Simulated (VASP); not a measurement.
# Ca2O5 (cubic X2O5 type) (Pn-3m) in VASP: further runs, part 2 of 2

VASP 6.6.1. The steps go on from the part before.

## (3) Single point, PBE

This run uses another cell than the first one, of 12.78 Å³/atom.

Input file INCAR:

```
SYSTEM = Ca2O5
PREC = Accurate
ENCUT = 520
EDIFF = 1E-6
ISMEAR = -1
SIGMA = 0.06122561905347299
LREAL = .False.
LASPH = .True.
NELM = 100
ALGO = Normal
ISIF = 2
LWAVE = .False.
LCHARG = .False.
GGA = PE
NBANDS = 63
```

Input file KPOINTS:

```
regular mesh
0
Gamma
  10 10 10
  0 0 0
```

Input file POSCAR:

```
Ca2O5
1.0
    5.6355205773      0.0000000000      0.0000000000
    0.0000000000      5.6355205773      0.0000000000
    0.0000000000      0.0000000000      5.6355205773
Ca O
4 10
Direct
    0.0000000000      0.0000000000      0.0000000000
    0.5000000000      0.5000000000      0.0000000000
    0.5000000000      0.0000000000      0.5000000000
    0.0000000000      0.5000000000      0.5000000000
    0.5000000000      0.0000000000      0.0000000000
    0.0000000000      0.5000000000      0.0000000000
    0.0000000000      0.0000000000      0.5000000000
    0.5000000000      0.5000000000      0.5000000000
    0.7500000000      0.7500000000      0.2500000000
    0.7500000000      0.2500000000      0.7500000000
    0.2500000000      0.7500000000      0.7500000000
    0.7500000000      0.2500000000      0.2500000000
    0.2500000000      0.7500000000      0.2500000000
    0.2500000000      0.2500000000      0.7500000000
```

Potentials or basis: VASP PAW PBE potentials, release 64 (Ca_sv, O).

Launch:

```sh
$ cat potpaw_PBE.64/Ca_sv/POTCAR potpaw_PBE.64/O/POTCAR > POTCAR
$ mpirun -np 1 vasp_std > vasp.out
```

OUTCAR:

```text
SYSTEM = Ca2O5
   PREC = Accurate
   ENCUT = 520
   EDIFF = 1E-6
   ISMEAR = -1
   LREAL = .False.
   LASPH = .True.
   NELM = 100
   ISIF = 2
   GGA = PE

 ion  position               nearest neighbor table
   1  0.000  0.000  0.000-   9 2.44  10 2.44  11 2.44  12 2.44  13 2.44  14 2.44
   2  0.500  0.500  0.000-   9 2.44  10 2.44  11 2.44  12 2.44  13 2.44  14 2.44
   3  0.500  0.000  0.500-   9 2.44  10 2.44  11 2.44  12 2.44  13 2.44  14 2.44
   4  0.000  0.500  0.500-   9 2.44  10 2.44  11 2.44  12 2.44  13 2.44  14 2.44
   5  0.500  0.000  0.000-
   6  0.000  0.500  0.000-
   7  0.000  0.000  0.500-
   8  0.500  0.500  0.500-
   9  0.750  0.750  0.250-   1 2.44   2 2.44   3 2.44   4 2.44
  10  0.750  0.250  0.750-   1 2.44   2 2.44   3 2.44   4 2.44
  11  0.250  0.750  0.750-   1 2.44   2 2.44   3 2.44   4 2.44
  12  0.750  0.250  0.250-   1 2.44   2 2.44   3 2.44   4 2.44
  13  0.250  0.750  0.250-   1 2.44   2 2.44   3 2.44   4 2.44
  14  0.250  0.250  0.750-   1 2.44   2 2.44   3 2.44   4 2.44

  LATTYP: Found a simple cubic cell.
 ALAT       =     5.6355205773

  Lattice vectors:

 A1 = (   5.6355205773,   0.0000000000,   0.0000000000)
 A2 = (   0.0000000000,   5.6355205773,   0.0000000000)
 A3 = (   0.0000000000,   0.0000000000,   5.6355205773)

Analysis of symmetry for initial positions (statically):
=====================================================================
 Subroutine PRICEL returns:
 Original cell was already a primitive cell.

 Routine SETGRP: Setting up the symmetry group for a
 simple cubic supercell.

 Subroutine GETGRP returns: Found 48 space group operations
 (whereof 12 operations were pure point group operations)
 out of a pool of 48 trial point group operations.

The static configuration has the point symmetry D_3d.
 The point group associated with its full space group is O_h .

Analysis of symmetry for dynamics (positions and initial velocities):
=====================================================================
 Subroutine PRICEL returns:
 Original cell was already a primitive cell.

 Routine SETGRP: Setting up the symmetry group for a
 simple cubic supercell.

 Subroutine GETGRP returns: Found 48 space group operations
 (whereof 12 operations were pure point group operations)
 out of a pool of 48 trial point group operations.

The dynamic configuration has the point symmetry D_3d.
 The point group associated with its full space group is O_h .

 Subroutine INISYM returns: Found 48 space group operations
 (whereof 12 operations are pure point group operations),
 and found     1 'primitive' translations

----------------------------------------------------------------------------------------

                                     Primitive cell

  volume of cell :     178.9790

  direct lattice vectors                    reciprocal lattice vectors
     5.635520577  0.000000000  0.000000000     0.177445896  0.000000000  0.000000000
     0.000000000  5.635520577  0.000000000     0.000000000  0.177445896  0.000000000
[... 93 lines left out ...]
   total plane-waves  NPLWV =  74088
   dimension x,y,z NGX =    42 NGY =   42 NGZ =   42
   dimension x,y,z NGXF=    84 NGYF=   84 NGZF=   84
   ions per type =               4  10
   NGX,Y,Z   is equivalent  to a cutoff of  12.39, 12.39, 12.39 a.u.
   NGXF,Y,Z  is equivalent  to a cutoff of  24.78, 24.78, 24.78 a.u.
 SYSTEM =  Ca2O5
   PREC   = accura    normal or accurate (medium, high low for compatibility)
   ISTART =      0    job   : 0-new  1-cont  2-samecut
   ICHARG =      2    charge: 1-file 2-atom 10-const
   ISPIN  =      1    spin polarized calculation?
   LNONCOLLINEAR =      F non collinear calculations
   LSORBIT =      F    spin-orbit coupling
   LASPH  =      T    aspherical Exc in radial PAW
   ENCUT  =  520.0 eV  38.22 Ry    6.18 a.u.  10.48 10.48 10.48*2*pi/ulx,y,z
   NELM   =    100;   NELMIN=  2; NELMDL= -5     # of ELM steps
   EDIFF  = 0.1E-05   stopping-criterion for ELM
   LREAL  =      F    real-space projection
   EDIFFG = 0.1E-04   stopping-criterion for IOM
   NSW    =      0    number of steps for IOM
   IBRION =     -1    ionic relax: 0-MD 1-quasi-New 2-CG
   NFREE  =      0    steps in history (QN), initial steepest desc. (CG)
   ISIF   =      2    stress and relaxation
   ISYM   =      2    0-nonsym 1-usesym 2-fastsym
   POTIM  = 0.5000    time-step for ionic-motion
   TEBEG  =    0.0;   TEEND  =   0.0 temperature during run
   PSTRESS=    0.0 pullay stress
   NELECT =     100.0000    total number of electrons
   NUPDOWN=      -1.0000    fix difference up-down
   EMIN   =  10.00;   EMAX   =-10.00  energy-range for DOS
   EFERMI =   0.00;   METHOD = LEGACY
   ISMEAR =    -1;   SIGMA  =   0.06  broadening in eV -4-tet -1-fermi 0-gaus
   EFERMI_NEDOS =   21; number of points for ismear=-14 and -15
   IALGO  =     38    algorithm
   IMIX   =      4    mixing-type and parameters
     AMIX     =   0.40;   BMIX     =  1.00
     AMIX_MAG =   1.60;   BMIX_MAG =  1.00
  volume/ion in A,a.u.               =      12.78        86.27
  Fermi-wavevector in a.u.,A,eV,Ry     =   1.348365  2.548040 24.736590  1.818088
  Thomas-Fermi vector in A             =   2.476040
   LORBIT       =      0    0 simple, 1 ext, 2 COOP (PROOUT), +10 PAW based schemes
   GGA     = PE    functional components
   LHFCALC =     F    Hartree Fock is set to
   AEXX    =    0.0000 exact exchange contribution
   IVDW    =     0    specifies the selected vdW correction
   LEPSILON=     F    determine dielectric tensor
   LRPA    =     F    only Hartree local field effects (RPA)
 non-spin polarized calculation
  energy-cutoff  :      520.00
  volume of cell :      178.98
 maximum number of plane-waves:      4843
 NGX is ok and might be reduce to    42
   NGX = 21   NGY = 21   NGZ = 21

 number of electron     100.0000000 magnetization

 number of electron      99.9999929 magnetization

 Free energy of the ion-electron system (eV)
  ---------------------------------------------------
  ext. energy  EPLUGINS =         0.00000000
  ---------------------------------------------------
  free energy    TOTEN  =       -67.36097848 eV

  energy without entropy =      -67.03234845  energy(sigma->0) =      -67.19666346

 E-fermi :   1.5234     XC(G=0): -10.2659

 val. band max:        1.5205216336   @ k =   0.5000   0.4000   0.2000
 cond. band min:       1.5275541390   @ k =   0.5000   0.3000   0.2000
 fundamental gap:      0.0070325054
 Fermi energy:         1.5233630928

 k-point     1 :       0.0000    0.0000    0.0000
  band No.  band energies     occupation
      1     -36.7020      2.00000
      2     -36.6786      2.00000
      3     -36.6786      2.00000
      4     -36.6786      2.00000
      5     -18.2319      2.00000
      6     -18.2319      2.00000
[... 1549 lines left out ...]
     61       8.6556      0.00000
     62       8.6689      0.00000

 [... further k-points ...]

 [bands above 62 left out]

------------------------ aborting loop because EDIFF is reached ----------------------------------------

  FORCE on cell =-STRESS in cart. coord.  units (eV):
  Direction    XX          YY          ZZ          XY          YZ          ZX
  --------------------------------------------------------------------------------------
  -------------------------------------------------------------------------------------
  Total       -5.1618033     -5.1618033     -5.1618033     -0.0000000      0.0000000     -0.0000000
  in kB      -46.2072278    -46.2072278    -46.2072278     -0.0000000      0.0000000     -0.0000000
  external PRESSURE =     -46.2072278 kB  Pullay stress =       0.0000000 kB

 VOLUME and BASIS-vectors are now :
 -----------------------------------------------------------------------------
  energy-cutoff  :      520.00
  volume of cell :      178.98
      direct lattice vectors                 reciprocal lattice vectors
     5.635520577  0.000000000  0.000000000     0.177445896  0.000000000  0.000000000
     0.000000000  5.635520577  0.000000000     0.000000000  0.177445896  0.000000000
     0.000000000  0.000000000  5.635520577     0.000000000  0.000000000  0.177445896

 POSITION                                       TOTAL-FORCE (eV/Angst)
 -----------------------------------------------------------------------------------
      0.00000      0.00000      0.00000         0.000000      0.000000     -0.000000
      2.81776      2.81776      0.00000         0.000000      0.000000     -0.000000
      2.81776      0.00000      2.81776         0.000000      0.000000     -0.000000
      0.00000      2.81776      2.81776         0.000000      0.000000     -0.000000
      2.81776      0.00000      0.00000         0.000000      0.000000     -0.000000
      0.00000      2.81776      0.00000         0.000000      0.000000     -0.000000
      0.00000      0.00000      2.81776         0.000000      0.000000     -0.000000
      2.81776      2.81776      2.81776         0.000000      0.000000     -0.000000
      4.22664      4.22664      1.40888        -0.000000      0.000000     -0.000000
      4.22664      1.40888      4.22664        -0.000000     -0.000000     -0.000000
      1.40888      4.22664      4.22664        -0.000000     -0.000000      0.000000
      4.22664      1.40888      1.40888         0.000000      0.000000      0.000000
      1.40888      4.22664      1.40888         0.000000      0.000000      0.000000
      1.40888      1.40888      4.22664        -0.000000     -0.000000      0.000000
 -----------------------------------------------------------------------------------
    total drift:                                0.000000      0.000000     -0.000000

  FREE ENERGIE OF THE ION-ELECTRON SYSTEM (eV)
  ---------------------------------------------------
  free  energy   TOTEN  =       -67.3609784752 eV

  energy  without entropy=      -67.0323484477  energy(sigma->0) =      -67.19666346
```

It took 26 min on 1 thread of Intel Xeon 8259CL, shared host; peak memory 0.54 GiB.

Results:

```
Free energy            : -67.3610 eV
Pressure               : -4.6 GPa
Band gap on the k mesh : zero (bands 50 and 51 overlap by 0.20 eV)
```

Levels at points of the mesh, in eV from the Fermi level:
```
           k point  band 47  band 48  band 49  band 50  band 51  band 52  band 53  band 54
(0.00, 0.00, 0.00)    -0.64     0.09     0.09     0.09     0.32     0.32     0.32     0.36
(0.50, 0.00, 0.00)    -0.46    -0.46    -0.21    -0.21     0.01     0.01     0.04     0.04
(0.50, 0.50, 0.00)    -0.32    -0.32    -0.29    -0.29     0.22     0.22     0.25     0.25
(0.50, 0.50, 0.50)    -1.20    -0.06    -0.06    -0.04    -0.04    -0.04     0.11     0.11
```

Caveat: the cell stands under tension; semilocal functionals underestimate gaps, so a narrow gap can read as zero.

## (4) Single point, PBE

Input file INCAR:

```
SYSTEM = Ca2O5
PREC     = Accurate       ! precision mode
ENCUT    = 520            ! plane-wave cutoff, eV
EDIFF    = 1E-6           ! SCF threshold, eV
ISMEAR   = -1             ! smearing method
SIGMA    = 0.06122561905347299 ! smearing width, eV
LREAL    = .FALSE.        ! projectors in reciprocal space
LASPH    = .TRUE.         ! aspherical terms in the spheres
NELM     = 60             ! most SCF steps
ALGO     = Normal         ! electronic algorithm
ISIF     = 2              ! what is computed and relaxed
LWAVE    = .FALSE.        ! write WAVECAR
LCHARG   = .FALSE.        ! write CHGCAR
GGA      = PE             ! functional
NBANDS   = 63             ! bands
```

Input file KPOINTS:

```
Automatic mesh
0
G
  10 10 10
  0 0 0
```

POSCAR, as its differences from that of step 3:

```diff
@@ -2,5 +2,5 @@
 1.0
-    5.6355205773      0.0000000000      0.0000000000
-    0.0000000000      5.6355205773      0.0000000000
-    0.0000000000      0.0000000000      5.6355205773
+    5.5998517699      0.0000000000      0.0000000000
+    0.0000000000      5.5998517699      0.0000000000
+    0.0000000000      0.0000000000      5.5998517699
 Ca O
```

Launch:

```sh
$ cat potpaw_PBE.64/Ca_sv/POTCAR potpaw_PBE.64/O/POTCAR > POTCAR
$ mpirun -np 1 vasp_std > vasp.out
```

Wall time 11 min (1 thread of Intel Xeon Platinum 8259CL at 2.50GHz (Skylake/Cascade Lake), shared host); peak memory 0.53 GiB.

The run converged. Its results:

```yaml
Free_energy: -67.4387 eV
Pressure: -3.2 GPa
Band_gap_on_the_k_mesh: zero (bands 50 and 51 overlap by 0.21 eV)
```

Levels at points of the mesh, in eV from the Fermi level:
```csv
k point,band 48,band 49,band 50,band 51,band 52,band 53
"(0.00, 0.00, 0.00)",0.09,0.09,0.09,0.34,0.34,0.34
"(0.50, 0.00, 0.00)",-0.47,-0.22,-0.22,0.01,0.01,0.04
"(0.50, 0.50, 0.00)",-0.33,-0.30,-0.30,0.23,0.23,0.26
"(0.50, 0.50, 0.50)",-0.07,-0.07,-0.05,-0.05,-0.05,0.11
```

Caveat: the cell stands under tension; semilocal functionals underestimate gaps, so a narrow gap can read as zero.
